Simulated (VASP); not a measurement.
## SiC (Moissanite 3C): single point with PBE

SiC (Moissanite 3C):

```
Si C
1.0
     0.00000    2.17805    2.17805
     2.17805    0.00000    2.17805
     2.17805    2.17805    0.00000
Si C
1 1
Direct
  0.00000 0.00000 0.00000
  0.25000 0.25000 0.25000
```

```
Program                : VASP 6.6.1
Task                   : single point
Functional             : PBE
Potentials or basis    : VASP PAW PBE potentials, release 64 (Si, C)
Cutoff                 : 600 eV
k mesh                 : 10 × 10 × 10
Occupations            : gaussian, width 0.01 eV
Spin                   : no spin polarisation
Dipole correction      : no
Further INCAR settings : ALGO = Normal; EDIFF = 1e-06; NBANDS = 11
```

```
Pressure               : 3.4 GPa
Band gap on the k mesh : 1.36 eV, indirect (least direct gap 4.54 eV)
```

Levels at points of the mesh, in eV from the valence-band top:
```
           k point  band 1  band 2  band 3  band 4  band 5  band 6  band 7  band 8  band 9
(0.00, 0.00, 0.00)  -15.41    0.00    0.00    0.00    6.25    7.32    7.32    7.32   14.52
(0.50, 0.00, 0.00)  -11.84   -8.54   -1.05   -1.05    5.45    7.23    7.23   10.06   16.21
(0.50, 0.50, 0.00)  -10.39   -7.80   -3.19   -3.19    1.36    4.33   14.05   14.05   14.80
```

It took 15 s on 1 thread of Intel Xeon 6975P-C, with other jobs on the host, peak memory 0.15 GiB.

A k mesh can miss the band edges.
